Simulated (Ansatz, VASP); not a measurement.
# One calculation of MnSi, two programs

```
CELL_PARAMETERS angstrom
4.66618 0.00000 0.00000
0.00000 4.66618 0.00000
0.00000 0.00000 4.66618
ATOMIC_POSITIONS crystal
Mn 0.13800 0.13800 0.13800
Mn 0.36200 0.86200 0.63800
Mn 0.63800 0.36200 0.86200
Mn 0.86200 0.63800 0.36200
Si 0.84600 0.84600 0.84600
Si 0.65400 0.15400 0.34600
Si 0.34600 0.65400 0.15400
Si 0.15400 0.34600 0.65400
```

Alike in both runs: task single point; functional PBE; dispersion D4; k mesh 6 × 6 × 6; occupations fermi-dirac, width 0.1 eV; collinear spin.

|  | VASP | Ansatz |
| --- | --- | --- |
| version | VASP 6.6.1 | Ansatz 0.2.0 |
| potentials or method | VASP PAW PBE potentials, release 64 (Mn_pv, Si), cutoff 520 eV | plane waves, PAW |
| valence electrons in the cell | 68 | 76 |

|  | VASP | Ansatz | Ansatz less VASP |
| --- | --- | --- | --- |
| pressure (GPa) | -19.3 | -19.8 | -0.49 |
| net moment per atom (μB) | 0.71 | 0.68 | -0.034 |
| size of the moment on the site where the two differ most (μB) | 1.54 | 1.42 | -0.124 |

Site moments also hang on the region over which each program counts them. VASP's potentials hold 68 valence electrons a cell and Ansatz's 76, so a difference there can come from the potentials and not from the codes.
